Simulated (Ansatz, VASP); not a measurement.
TlVSe3 in VASP and in Ansatz

Contents of INCAR:

```
SYSTEM = TlVSe3
PREC = Accurate
ENCUT = 520
EDIFF = 1E-7
ISMEAR = 0
SIGMA = 0.1
LREAL = .FALSE.
LASPH = .TRUE.
NELM = 150
ALGO = Normal
ISIF = 2
LWAVE = .FALSE.
LCHARG = .TRUE.
ISPIN = 2
MAGMOM = 2 0 0 0 0
LORBIT = 11
LMAXMIX = 4
GGA = PE
LELF = .TRUE.
LVHAR = .TRUE.
NBANDS = 34
```

The input KPOINTS:

```
regular mesh
0
G
  4 4 4
  0 0 0
```

The input POSCAR:

```
TlVSe3
1.0
    5.0061371500      0.0000000000      0.0000000000
    0.0000000000      5.0061371500      0.0000000000
    0.0000000000      0.0000000000      5.0061371500
V Tl Se
1 1 3
Direct
    0.0000000000      0.0000000000      0.0000000000
    0.5000000000      0.5000000000      0.5000000000
    0.5000000000      0.0000000000      0.0000000000
    0.0000000000      0.5000000000      0.0000000000
    0.0000000000      0.0000000000      0.5000000000
```

Input for Ansatz:

```yaml
crystal:
  lattice:
    - [5.00613715, 0.0, 0.0]
    - [0.0, 5.00613715, 0.0]
    - [0.0, 0.0, 5.00613715]
  atoms:
    - { symbol: V, position: [0.0, 0.0, 0.0], spin: 2.0 }
    - { symbol: Tl, position: [0.5, 0.5, 0.5] }
    - { symbol: Se, position: [0.5, 0.0, 0.0] }
    - { symbol: Se, position: [0.0, 0.5, 0.0] }
    - { symbol: Se, position: [0.0, 0.0, 0.5] }
basis:
  ecutwfc: 420
kpoints:
  mp_grid: { grid: [4, 4, 4] }
hamiltonian:
  xc: pbe
scf:
  occupations: { method: gaussian, width: 0.1 }
  lower_state_search: "off"
output:
  forces: true
  stress: true
  eigenvalues: true
  populations: true
magnetization:
  spin_polarized: true
```

Alike in both runs: task single point; functional PBE; k mesh 4 × 4 × 4; occupations gaussian, width 0.1 eV; collinear spin.

|  | VASP | Ansatz |
| --- | --- | --- |
| version | VASP 6.6.1 | Ansatz 0.2.0 |
| potentials or method | VASP PAW PBE potentials, release 64 (V_sv, Tl_d, Se), cutoff 520 eV | scalar-relativistic, plane waves, PAW |
| valence electrons in the cell | 44 | 74 |

VASP gave:

| Item | Value |
| --- | --- |
| gap on the k mesh at the Fermi level (eV) | none |
| pressure (GPa) | -2.5 |
| net moment per atom (μB) | 0.00 |

Task: Estimate Ansatz's values.

Result: gap on the k mesh at the Fermi level (eV): none; pressure (GPa): -2.6; net moment per atom (μB): 0.00.

A gap of «none» marks a metal or a gap that the smearing closes. VASP's potentials hold 44 valence electrons a cell and Ansatz's 74, so a difference there can come from the potentials and not from the codes. Ansatz's warnings: filled band counts differ across k points, seeded moment not kept.

Spin-orbit coupling is off throughout.
